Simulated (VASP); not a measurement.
Write the native input for VASP 6.6.1 that does the following.

```yaml
Task: single point
Functional: PBE
Dispersion: D3(BJ)
Potentials_or_basis: VASP PAW PBE potentials, release 64 (Ga_d, Os, La)
Cutoff: 520 eV
k_mesh: 4 × 4 × 4
Occupations: methfessel-paxton, width 0.0526 eV
Spin: no spin polarisation
Dipole_correction: no
Further_INCAR_settings: ALGO = Normal; EDIFF = 1e-06; NBANDS = 64
```

The structure of LaGa2Os2 lies in POSCAR:

```
LaGa2Os2
1.0
    0.0000000000      4.2187830000      0.0000000000
    4.3110310000      0.0000000000      0.0000000000
    2.1555150000      2.1093920000    -10.7058290000
Ga Os La
4 4 2
Direct
    0.6060000000      0.3560000000      0.2880000000
    0.3940000000      0.6440000000      0.7120000000
    0.7160000000      0.4660000000      0.0680000000
    0.2840000000      0.5340000000      0.9320000000
    0.9629000000      0.7129000000      0.5742000000
    0.0371000000      0.2871000000      0.4258000000
    0.4619000000      0.2119000000      0.5762000000
    0.5381000000      0.7881000000      0.4238000000
    0.1650000000      0.9150000000      0.1700000000
    0.8350000000      0.0850000000      0.8300000000
```

The input as run:

INCAR

```
SYSTEM = LaGa2Os2
PREC     = Accurate       ! precision mode
ENCUT    = 520            ! plane-wave cutoff, eV
EDIFF    = 1E-6           ! SCF threshold, eV
ISMEAR   = 1              ! smearing method
SIGMA    = 0.0526         ! smearing width, eV
LREAL    = .False.        ! projectors in reciprocal space
LASPH    = .True.         ! aspherical terms in the spheres
NELM     = 80             ! most SCF steps
ALGO     = Normal         ! electronic algorithm
ISIF     = 2              ! what is computed and relaxed
LWAVE    = .False.        ! write WAVECAR
LCHARG   = .False.        ! write CHGCAR
GGA      = PE             ! functional
IVDW     = 12             ! dispersion correction
NBANDS   = 64             ! bands
```

KPOINTS

```
regular mesh
0
Gamma
  4 4 4
  0 0 0
```

Potentials or basis: VASP PAW PBE potentials, release 64 (Ga_d, Os, La).

Command:

```bash
$ cat potpaw_PBE.64/Ga_d/POTCAR potpaw_PBE.64/Os/POTCAR potpaw_PBE.64/La/POTCAR > POTCAR
$ mpirun -np 1 vasp_std > vasp.out
```

It gave:

```yaml
Pressure: -7.1 GPa
Largest_force: 1.930 eV/Å
Band_gap_on_the_k_mesh: zero (bands 53 and 54 overlap by 0.81 eV)
Dispersion_energy_per_atom: -0.449 eV
```

Caveat: the k points lie up to 0.38 Å⁻¹ apart, too coarse for converged energies and pressures of a metal; three body term missing; spin-orbit coupling is left out, which moves the levels of the heavy elements; forces of over 1 eV/Å act on the atoms, so gaps and moduli don't describe the material at rest.

It took 5.8 min on 1 thread of Intel(R) Xeon(R) Platinum 8488C (Sapphire Rapids), with other jobs on the host, peak memory 0.4 GiB.
